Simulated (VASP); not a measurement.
Here is a VASP 6.6.1 calculation.

Contents of INCAR:

```
SYSTEM = Se
  PREC = Accurate
  ENCUT = 520
  EDIFF = 1E-6
  ISMEAR = -1
  SIGMA = 0.05
  LREAL = .FALSE.
  LASPH = .TRUE.
  NELM = 60
  ALGO = Normal
  ISIF = 2
  LWAVE = .FALSE.
  LCHARG = .FALSE.
  GGA = PS
  NBANDS = 9
```

The input KPOINTS:

```
Automatic mesh
0
G
  19 19 18
  0 0 0
```

Contents of POSCAR:

```
Se
1.0
    2.1902119517      0.0000000000      0.0000000000
   -1.0951059758      1.8967791899      0.0000000000
    0.0000000000      0.0000000000      2.0463883222
Se
1
Direct
    0.0000000000      0.0000000000      0.0000000000
```

Potentials or basis: VASP PAW PBE potentials, release 64 (Se).

The run is started by

```sh
$ cat potpaw_PBE.64/Se/POTCAR > POTCAR
$ mpirun -np 1 vasp_std > vasp.out
```

What does it give for the pressure?

463.6 GPa.

Estimate the band gap on the k mesh.

zero (band 3 reaches 36.58 eV, above the bottom of band 4 at 15.44 eV).

Stress tensor (GPa, compression positive):
```
463.45   0.00   0.00
  0.00 463.45   0.00
  0.00   0.00 463.86
```

Caveat: the PAW data sets were made with another functional, which shifts forces and pressure a little.
